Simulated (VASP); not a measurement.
# LiBBr4 (P-6m2) in VASP: notebook, part 2 of 3

VASP 6.6.1. The steps go on from the part before.

## 3. Single point, PBE

This run uses another cell than the first one, of 34.39 Å³/atom.

Contents of INCAR:

```
  PREC = Accurate
  ENCUT = 520
  EDIFF = 1E-7
  ISMEAR = 0
  SIGMA = 0.1
  LREAL = False
  LASPH = True
  NELM = 100
  ALGO = Normal
  ISIF = 2
  LWAVE = False
  LCHARG = False
  GGA = PE
  NBANDS = 26
```

Contents of KPOINTS:

```
regular mesh
0
Gamma
  6 6 2
```

Contents of POSCAR:

```
LiBBr4
1.0
    4.3728867384      0.0000000026      0.0000000000
   -2.1864433714      3.7870310020      0.0000000000
    0.0000000000      0.0000000000     12.4600974045
Li B Br
1 1 4
Direct
    0.6666666667      0.3333333333      0.5000000000
    0.0000000000      0.0000000000      0.0000000000
    0.6666666667      0.3333333333      0.2028521451
    0.6666666667      0.3333333333      0.7971478549
    0.6666666667      0.3333333333      0.0000000000
    0.3333333333      0.6666666667      0.5000000000
```

Potentials or basis: VASP PAW PBE potentials, release 64 (Li_sv, B, Br).

Launch:

```
cat potpaw_PBE.64/Li_sv/POTCAR potpaw_PBE.64/B/POTCAR potpaw_PBE.64/Br/POTCAR > POTCAR
mpirun -np 1 vasp_std > vasp.out
```

OUTCAR:

```text
PREC = Accurate
   ENCUT = 520
   EDIFF = 1E-7
   ISMEAR = 0
   LREAL = False
   LASPH = True
   NELM = 100
   ISIF = 2
   GGA = PE

 ion  position               nearest neighbor table
   1  0.667  0.333  0.500-   6 2.52   6 2.52   6 2.52
   2  0.000  0.000  0.000-
   3  0.667  0.333  0.203-   5 2.53
   4  0.667  0.333  0.797-   5 2.53
   5  0.667  0.333  0.000-   3 2.53   4 2.53
   6  0.333  0.667  0.500-   1 2.52   1 2.52   1 2.52

  LATTYP: Found a hexagonal cell.
 ALAT       =     4.3728867384
 C/A-ratio  =     2.8493986124

  Lattice vectors:

 A1 = (   4.3728867384,   0.0000000026,   0.0000000000)
 A2 = (  -2.1864433714,   3.7870310020,   0.0000000000)
 A3 = (   0.0000000000,   0.0000000000,  12.4600974045)

Analysis of symmetry for initial positions (statically):
=====================================================================
 Subroutine PRICEL returns:
 Original cell was already a primitive cell.

 Routine SETGRP: Setting up the symmetry group for a
 hexagonal supercell.

 Subroutine GETGRP returns: Found 12 space group operations
 (whereof 12 operations were pure point group operations)
 out of a pool of 24 trial point group operations.

The static configuration has the point symmetry D_3h.

Analysis of symmetry for dynamics (positions and initial velocities):
=====================================================================
 Subroutine PRICEL returns:
 Original cell was already a primitive cell.

 Routine SETGRP: Setting up the symmetry group for a
 hexagonal supercell.

 Subroutine GETGRP returns: Found 12 space group operations
 (whereof 12 operations were pure point group operations)
 out of a pool of 24 trial point group operations.

The dynamic configuration has the point symmetry D_3h.

 Subroutine INISYM returns: Found 12 space group operations
 (whereof 12 operations are pure point group operations),
 and found     1 'primitive' translations

----------------------------------------------------------------------------------------

                                     Primitive cell

  volume of cell :     206.3424

  direct lattice vectors                    reciprocal lattice vectors
     4.372886738  0.000000003  0.000000000     0.228681889  0.132029550  0.000000000
    -2.186443371  3.787031002  0.000000000    -0.000000000  0.264059100  0.000000000
     0.000000000  0.000000000 12.460097405     0.000000000  0.000000000  0.080256194

  length of vectors
     4.372886738  4.372886738 12.460097405     0.264059100  0.264059100  0.080256194

  position of ions in fractional coordinates (direct lattice)
     0.666666667  0.333333333  0.500000000
     0.000000000  0.000000000  0.000000000
     0.666666667  0.333333333  0.202852145
     0.666666667  0.333333333  0.797147855
     0.666666667  0.333333333  0.000000000
     0.333333333  0.666666667  0.500000000

  ion indices of the primitive-cell ions
   primitive index   ion index
                 1           1
                 2           2
                 3           3
                 4           4
                 5           5
[... 32 lines left out ...]
  0.333333  0.000000  0.000000      6.000000
  0.500000  0.000000  0.000000      3.000000
  0.166667  0.166667  0.000000      6.000000
  0.333333  0.166667  0.000000     12.000000
  0.333333  0.333333  0.000000      2.000000
  0.000000  0.000000  0.500000      1.000000
  0.166667  0.000000  0.500000      6.000000
  0.333333  0.000000  0.500000      6.000000
  0.500000  0.000000  0.500000      3.000000
  0.166667  0.166667  0.500000      6.000000
  0.333333  0.166667  0.500000     12.000000
  0.333333  0.333333  0.500000      2.000000
   k-points           NKPTS =     14   k-points in BZ     NKDIM =     14   number of bands    NBANDS=     26
   number of dos      NEDOS =    301   number of ions     NIONS =      6
   total plane-waves  NPLWV = 124416
   dimension x,y,z NGX =    36 NGY =   36 NGZ =   96
   dimension x,y,z NGXF=    72 NGYF=   72 NGZF=  192
   ions per type =               1   1   4
   NGX,Y,Z   is equivalent  to a cutoff of  13.69, 13.69, 12.81 a.u.
   NGXF,Y,Z  is equivalent  to a cutoff of  27.37, 27.37, 25.62 a.u.
 SYSTEM =  unknown system
   PREC   = accura    normal or accurate (medium, high low for compatibility)
   ISTART =      0    job   : 0-new  1-cont  2-samecut
   ICHARG =      2    charge: 1-file 2-atom 10-const
   ISPIN  =      1    spin polarized calculation?
   LNONCOLLINEAR =      F non collinear calculations
   LSORBIT =      F    spin-orbit coupling
   LASPH  =      T    aspherical Exc in radial PAW
   ENCUT  =  520.0 eV  38.22 Ry    6.18 a.u.   8.13  8.13 23.17*2*pi/ulx,y,z
   NELM   =    100;   NELMIN=  2; NELMDL= -5     # of ELM steps
   EDIFF  = 0.1E-06   stopping-criterion for ELM
   LREAL  =      F    real-space projection
   EDIFFG = 0.1E-05   stopping-criterion for IOM
   NSW    =      0    number of steps for IOM
   IBRION =     -1    ionic relax: 0-MD 1-quasi-New 2-CG
   NFREE  =      0    steps in history (QN), initial steepest desc. (CG)
   ISIF   =      2    stress and relaxation
   ISYM   =      2    0-nonsym 1-usesym 2-fastsym
   POTIM  = 0.5000    time-step for ionic-motion
   TEBEG  =    0.0;   TEEND  =   0.0 temperature during run
   PSTRESS=    0.0 pullay stress
   NELECT =      34.0000    total number of electrons
   NUPDOWN=      -1.0000    fix difference up-down
   EMIN   =  10.00;   EMAX   =-10.00  energy-range for DOS
   EFERMI =   0.00;   METHOD = LEGACY
   ISMEAR =     0;   SIGMA  =   0.10  broadening in eV -4-tet -1-fermi 0-gaus
   EFERMI_NEDOS =   21; number of points for ismear=-14 and -15
   IALGO  =     38    algorithm
   IMIX   =      4    mixing-type and parameters
     AMIX     =   0.40;   BMIX     =  1.00
     AMIX_MAG =   1.60;   BMIX_MAG =  1.00
  volume/ion in A,a.u.               =      34.39       232.08
  Fermi-wavevector in a.u.,A,eV,Ry     =   0.897508  1.696044 10.959772  0.805520
  Thomas-Fermi vector in A             =   2.020101
   LORBIT       =      0    0 simple, 1 ext, 2 COOP (PROOUT), +10 PAW based schemes
   GGA     = PE    functional components
   LHFCALC =     F    Hartree Fock is set to
   AEXX    =    0.0000 exact exchange contribution
   IVDW    =     0    specifies the selected vdW correction
   LEPSILON=     F    determine dielectric tensor
   LRPA    =     F    only Hartree local field effects (RPA)
 non-spin polarized calculation
 Gauss-broadening in eV      SIGMA  =   0.10
  energy-cutoff  :      520.00
  volume of cell :      206.34
 maximum number of plane-waves:      5592
 NGX is ok and might be reduce to    36
   NGX = 17   NGY = 17   NGZ = 47

 number of electron      34.0000003 magnetization

 Free energy of the ion-electron system (eV)
  ---------------------------------------------------
  ext. energy  EPLUGINS =         0.00000000
  ---------------------------------------------------
  free energy    TOTEN  =       -13.82573242 eV

  energy without entropy =      -13.82573242  energy(sigma->0) =      -13.82573242

 E-fermi :  -0.9019     XC(G=0):  -6.9155

 val. band max:       -1.5016760753   @ k =   0.3333   0.3333   0.0000
 cond. band min:      -0.2017774694   @ k =   0.0000   0.0000   0.5000
 fundamental gap:      1.2998986059
 Fermi energy:        -0.9018589435

 k-point     1 :       0.0000    0.0000    0.0000
  band No.  band energies     occupation
      1     -45.7613      2.00000
      2     -18.2002      2.00000
      3     -15.1153      2.00000
      4     -14.4335      2.00000
      5     -14.0264      2.00000
      6      -6.9174      2.00000
[... 395 lines left out ...]
     25       6.6719      0.00000
     26       6.8460      0.00000

------------------------ aborting loop because EDIFF is reached ----------------------------------------

  FORCE on cell =-STRESS in cart. coord.  units (eV):
  Direction    XX          YY          ZZ          XY          YZ          ZX
  --------------------------------------------------------------------------------------
  -------------------------------------------------------------------------------------
  Total       -0.0094571     -0.0094571      0.1473158     -0.0000000      0.0000000      0.0000000
  in kB       -0.0734312     -0.0734312      1.1438558     -0.0000000      0.0000000      0.0000000
  external PRESSURE =       0.3323312 kB  Pullay stress =       0.0000000 kB

 VOLUME and BASIS-vectors are now :
 -----------------------------------------------------------------------------
  energy-cutoff  :      520.00
  volume of cell :      206.34
      direct lattice vectors                 reciprocal lattice vectors
     4.372886738  0.000000003  0.000000000     0.228681889  0.132029550  0.000000000
    -2.186443371  3.787031002  0.000000000    -0.000000000  0.264059100  0.000000000
     0.000000000  0.000000000 12.460097405     0.000000000  0.000000000  0.080256194

 POSITION                                       TOTAL-FORCE (eV/Angst)
 -----------------------------------------------------------------------------------
      2.18644      1.26234      6.23005         0.000000     -0.000000      0.000000
      0.00000      0.00000      0.00000         0.000000     -0.000000      0.000000
      2.18644      1.26234      2.52756        -0.000000      0.000000      0.014225
      2.18644      1.26234      9.93254        -0.000000     -0.000000     -0.014225
      2.18644      1.26234      0.00000         0.000000     -0.000000      0.000000
     -0.00000      2.52469      6.23005         0.000000      0.000000      0.000000
 -----------------------------------------------------------------------------------
    total drift:                               -0.000000      0.000000      0.000000

  FREE ENERGIE OF THE ION-ELECTRON SYSTEM (eV)
  ---------------------------------------------------
  free  energy   TOTEN  =       -13.8257324188 eV

  energy  without entropy=      -13.8257324188  energy(sigma->0) =      -13.82573242
```

OSZICAR:

```text
N       E                     dE             d eps       ncg     rms          rms(c)
DAV:   1     0.226873913467E+03    0.22687E+03   -0.13400E+04   728   0.111E+03
DAV:   2     0.107102819910E+02   -0.21616E+03   -0.20580E+03   980   0.207E+02
DAV:   3    -0.130643199346E+02   -0.23775E+02   -0.23611E+02  1008   0.712E+01
DAV:   4    -0.148000132183E+02   -0.17357E+01   -0.17283E+01  1292   0.136E+01
DAV:   5    -0.148864853615E+02   -0.86472E-01   -0.86448E-01  1032   0.232E+00    0.147E+01
DAV:   6    -0.140130581521E+02    0.87343E+00   -0.91188E-01   954   0.567E+00    0.901E+00
DAV:   7    -0.138591566982E+02    0.15390E+00   -0.87868E-01  1008   0.477E+00    0.235E+00
DAV:   8    -0.138360222654E+02    0.23134E-01   -0.14940E-01   938   0.204E+00    0.910E-01
DAV:   9    -0.138285874625E+02    0.74348E-02   -0.18420E-02   974   0.671E-01    0.578E-01
DAV:  10    -0.138284799820E+02    0.10748E-03   -0.24528E-03   940   0.240E-01    0.215E-01
DAV:  11    -0.138256862033E+02    0.27938E-02   -0.44530E-03   984   0.469E-01    0.340E-01
DAV:  12    -0.138257794170E+02   -0.93214E-04   -0.99032E-04   984   0.115E-01    0.209E-01
DAV:  13    -0.138257148895E+02    0.64527E-04   -0.17150E-04  1010   0.849E-02    0.113E-01
DAV:  14    -0.138257255507E+02   -0.10661E-04   -0.10956E-04  1004   0.538E-02    0.143E-02
DAV:  15    -0.138257291728E+02   -0.36221E-05   -0.24290E-05   994   0.201E-02    0.706E-03
DAV:  16    -0.138257328707E+02   -0.36980E-05   -0.43179E-06   830   0.104E-02    0.125E-02
DAV:  17    -0.138257324302E+02    0.44050E-06   -0.62913E-07  1048   0.439E-03    0.695E-03
DAV:  18    -0.138257324188E+02    0.11450E-07   -0.23186E-07   814   0.239E-03
   1 F= -.13825732E+02 E0= -.13825732E+02  d E =-.659155E-18
```

Wall time 2.8 min (1 thread of Oxide Virtual Turin-like, shared host); peak memory 0.33 GiB.

Results:

- Free energy: -13.8257 eV
- Largest force: 0.014 eV/Å
- Band gap on the k mesh: 1.30 eV (least direct gap 1.54 eV)

Forces on the atoms (eV/Å):
```
Li   0.000  0.000  0.000
B    0.000  0.000  0.000
Br   0.000  0.000  0.014
Br   0.000  0.000 -0.014
Br   0.000  0.000  0.000
Br   0.000  0.000  0.000
```

Caveat: the cutoff is under 1.25 times the usual one of these potentials, so pressure, stress and relaxed cells hold a basis-set (Pulay) error.

## 4. Single point, PBE

This run uses another cell than the first one, of 35.51 Å³/atom.

Contents of INCAR:

```
PREC     = Accurate       # precision mode
ENCUT    = 520            # plane-wave cutoff, eV
EDIFF    = 1E-6           # SCF threshold, eV
ISMEAR   = 0              # smearing method
SIGMA    = 0.02           # smearing width, eV
LREAL    = False          # projectors in reciprocal space
LASPH    = True           # aspherical terms in the spheres
NELM     = 80             # most SCF steps
ALGO     = Normal         # electronic algorithm
ISIF     = 2              # what is computed and relaxed
LWAVE    = False          # write WAVECAR
LCHARG   = True           # write CHGCAR
GGA      = PE             # functional
LELF     = True           # ELF
LVHAR    = True         
NBANDS   = 26             # bands
```

Contents of KPOINTS:

```
Automatic mesh
0
Gamma
  6 6 4
```

Contents of POSCAR:

```
LiBBr4
1.0
    4.3716912731      0.0000000000      0.0000000000
   -2.1858456365      3.7859957000      0.0000000000
    0.0000000000      0.0000000000     12.8714501799
Li B Br
1 1 4
Direct
    0.6666666667      0.3333333333      0.5000000000
    0.0000000000      0.0000000000      0.0000000000
    0.6666666667      0.3333333333      0.1964485244
    0.6666666667      0.3333333333      0.8035514756
    0.6666666667      0.3333333333      0.0000000000
    0.3333333333      0.6666666667      0.5000000000
```

Launch:

```
cat potpaw_PBE.64/Li_sv/POTCAR potpaw_PBE.64/B/POTCAR potpaw_PBE.64/Br/POTCAR > POTCAR
mpirun -np 1 vasp_std > vasp.out
```

It took 3.4 min on 1 thread of Oxide Virtual Turin-like, shared host; peak memory 0.35 GiB.

Results (log left out):

```yaml
Free_energy: -13.8275 eV
Band_gap_on_the_k_mesh: 1.31 eV (least direct gap 1.55 eV)
```

Levels at points of the mesh, in eV from the valence-band top:
| k point | band 13 | band 14 | band 15 | band 16 | band 17 | band 18 | band 19 | band 20 | band 21 | band 22 |
| --- | --- | --- | --- | --- | --- | --- | --- | --- | --- | --- |
| (0.00, 0.00, 0.00) | -0.57 | -0.44 | -0.44 | -0.24 | -0.24 | 1.42 | 1.97 | 1.97 | 2.24 | 5.15 |
| (0.50, 0.00, 0.00) | -0.90 | -0.81 | -0.80 | -0.43 | -0.25 | 1.66 | 1.93 | 2.99 | 4.03 | 6.78 |
| (0.00, 0.00, 0.50) | -0.45 | -0.43 | -0.43 | -0.24 | -0.24 | 1.31 | 1.97 | 1.97 | 2.19 | 5.38 |
| (0.50, 0.00, 0.50) | -0.93 | -0.86 | -0.74 | -0.44 | -0.20 | 1.65 | 1.97 | 2.99 | 4.03 | 6.71 |

Caveat: the cutoff is under 1.25 times the usual one of these potentials, so pressure, stress and relaxed cells hold a basis-set (Pulay) error.

## 5. Relaxation of cell and atoms, PBE

Contents of INCAR:

```
ALGO = Normal
EDIFF = 1E-6
EDIFFG = -0.04
ENCUT = 600
GGA = PE
IBRION = 2
ISIF = 3
ISMEAR = 0
LASPH = True
LCHARG = False
LREAL = False
LWAVE = False
NELM = 80
NSW = 90
PREC = Accurate
SIGMA = 0.1
```

Contents of KPOINTS:

```
k-points
0
Gamma
  6 6 2
```

Contents of POSCAR:

```
LiBBr4
1.0
    4.9167390100      0.0000000000      0.0000000000
   -2.4583695100      4.2580208900      0.0000000000
    0.0000000000      0.0000000000      9.0665916000
Li B Br
1 1 4
Direct
    0.6666666700      0.3333333300      0.5000000000
    0.0000000000      0.0000000000      0.0000000000
    0.6666666700      0.3333333300      0.2936623100
    0.6666666700      0.3333333300      0.7063376900
    0.6666666700      0.3333333300      0.0000000000
    0.3333333300      0.6666666700      0.5000000000
```

Launch:

```
cat potpaw_PBE.64/Li_sv/POTCAR potpaw_PBE.64/B/POTCAR potpaw_PBE.64/Br/POTCAR > POTCAR
mpirun -np 1 vasp_std > vasp.out
```

Run time: 14 min. Hardware: 1 thread of Oxide Virtual Turin-like, shared host; peak memory 0.35 GiB.

Results (log left out):

```
Free energy                           : -13.7985 eV
Relaxed volume                        : 32.39 Å³/atom
Relaxed cell                          : a = 4.369 Å, b = 4.369 Å, c = 11.756 Å, α = 90.00°, β = 90.00°, γ = 120.00°
Space group after relaxing (to 0.1 Å) : P-6m2 (No. 187)
Energy gained by relaxing             : 607.0 meV/atom
Ionic steps                           : 16
Pressure after relaxing               : 0.1 GPa
Largest force after relaxing          : 0.005 eV/Å
Band gap on the k mesh                : 1.24 eV (least direct gap 1.48 eV)
```

Forces in eV/Å, atoms in the order of the input:
```
Li   0.000  0.000  0.000
B    0.000  0.000  0.000
Br   0.000  0.000  0.005
Br   0.000  0.000 -0.005
Br   0.000  0.000  0.000
Br   0.000  0.000  0.000
```

Stress tensor (GPa, compression positive):
```
0.08 0.00 0.00
0.00 0.08 0.00
0.00 0.00 0.19
```

Step by step:
| step | energy change (eV) | largest force (eV/Å) | pressure (GPa) | volume (Å³) |
| --- | --- | --- | --- | --- |
| 1 | 0.0000 | 5.4869 | 5.79 | 189.81 |
| 2 | -2.7489 | 0.9248 | -1.87 | 220.60 |
| 3 | -2.7585 | 0.9022 | -1.97 | 221.70 |
| 4 | -3.0097 | 0.9428 | -1.54 | 207.82 |
| 5 | -3.3107 | 0.1885 | 2.07 | 169.56 |
| 6 | -3.3306 | 0.5615 | 0.62 | 179.40 |
| 7 | -3.3352 | 0.4676 | 1.01 | 176.45 |
| 8 | -3.4725 | 0.4084 | 0.94 | 174.56 |
| 9 | -3.5043 | 0.4150 | 1.17 | 172.58 |
| 10 | -3.5889 | 0.2251 | 0.50 | 181.28 |
| 11 | -3.6208 | 0.0192 | -0.02 | 192.35 |
| 12 | -3.6290 | 0.2026 | -0.39 | 196.06 |
| 13 | -3.6293 | 0.1670 | -0.33 | 195.45 |
| 14 | -3.6391 | 0.0896 | -0.05 | 193.95 |
| 15 | -3.6407 | 0.0414 | 0.13 | 193.06 |
| 16 | -3.6422 | 0.0048 | 0.12 | 194.34 |

Final structure:
```
Li B Br
1.0
     4.36903    0.00000    0.00000
    -2.18452    3.78369    0.00000
     0.00000    0.00000   11.75581
Li B Br
1 1 4
Cartesian
  2.1845 1.2612 5.8779
  -2.1845 3.7837 0.0000
  2.1845 1.2612 2.5293
  2.1845 1.2612 9.2266
  2.1845 1.2612 0.0000
  0.0000 2.5225 5.8779
```

Levels at points of the mesh, in eV from the valence-band top:
```csv
k point,band 15,band 16,band 17,band 18,band 19,band 20
"(0.00, 0.00, 0.00)",-0.51,-0.24,-0.24,1.48,1.96,1.96
"(0.50, 0.00, 0.00)",-0.83,-0.41,-0.27,1.64,1.84,2.99
"(0.00, 0.00, 0.50)",-0.27,-0.27,-0.25,1.24,1.96,1.96
"(0.50, 0.00, 0.50)",-0.69,-0.47,-0.13,1.61,1.93,2.99
```

Caveat: the cutoff is under 1.25 times the usual one of these potentials, so pressure, stress and relaxed cells hold a basis-set (Pulay) error; a cell axis changed by over 15 % at a fixed basis, so the end point is rough. A k mesh can miss the band edges.

[end of part 2 of 3]

The gap in the log of VASP goes by the Fermi energy; the results here count the filled bands.